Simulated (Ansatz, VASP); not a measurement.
# Pt in VASP and in Ansatz

Contents of INCAR:

```
PREC = Accurate
ENCUT = 520
EDIFF = 1E-6
ISMEAR = 0
SIGMA = 0.1
LREAL = False
LASPH = True
NELM = 100
ALGO = Normal
ISIF = 2
LWAVE = False
LCHARG = False
NBANDS = 11
```

Contents of KPOINTS:

```
regular mesh
0
Gamma
  14 14 14
```

File POSCAR:

```
Pt
1.0
    0.0000000000      1.9474302061      1.9474302061
    1.9474302061      0.0000000000      1.9474302061
    1.9474302061      1.9474302061      0.0000000000
Pt
1
Direct
    0.0000000000      0.0000000000      0.0000000000
```

Input for Ansatz:

```yaml
crystal:
  lattice:
    - [0.0, 1.9474302061, 1.9474302061]
    - [1.9474302061, 0.0, 1.9474302061]
    - [1.9474302061, 1.9474302061, 0.0]
  atoms:
    - { symbol: Pt, position: [0.0, 0.0, 0.0] }
hamiltonian:
  xc: lda
  pseudopotentials:
    kind: paw
    azcp:
      Pt: "pseudopotentials/Pt.paw.azcp"
basis:
  ecutwfc: 420
  fft_grid_basis: typed
kpoints:
  mp_grid: { grid: [14, 14, 14], shift: [0, 0, 0] }
magnetization:
  spin_polarized: false
scf:
  occupations: { method: gaussian, width: 0.1 }
  lower_state_search: "off"
output:
  stress: true
```

Alike in both runs: task single point; functional LDA; k mesh 14 × 14 × 14; occupations gaussian, width 0.1 eV; no spin polarisation.

```csv
,VASP,Ansatz
version,VASP 6.6.1,Ansatz 0.2.0
potentials or method,"VASP PAW LDA potentials, release 64 (Pt), cutoff 520 eV","plane waves (420 eV) with PAW, scalar-relativistic"
valence electrons in the cell,10,18
```

```tsv
	VASP	Ansatz	Ansatz less VASP
pressure (GPa)	0.4	-0.4	-0.75
```

Ansatz warns that its potentials were made for another functional, while VASP's fit it. LDA's correlation is that of Perdew and Zunger in VASP and of Perdew and Wang (1992) in Ansatz. VASP's potentials hold 10 valence electrons a cell and Ansatz's 18, so a difference there can come from the potentials and not from the codes.

Spin-orbit coupling is off throughout.
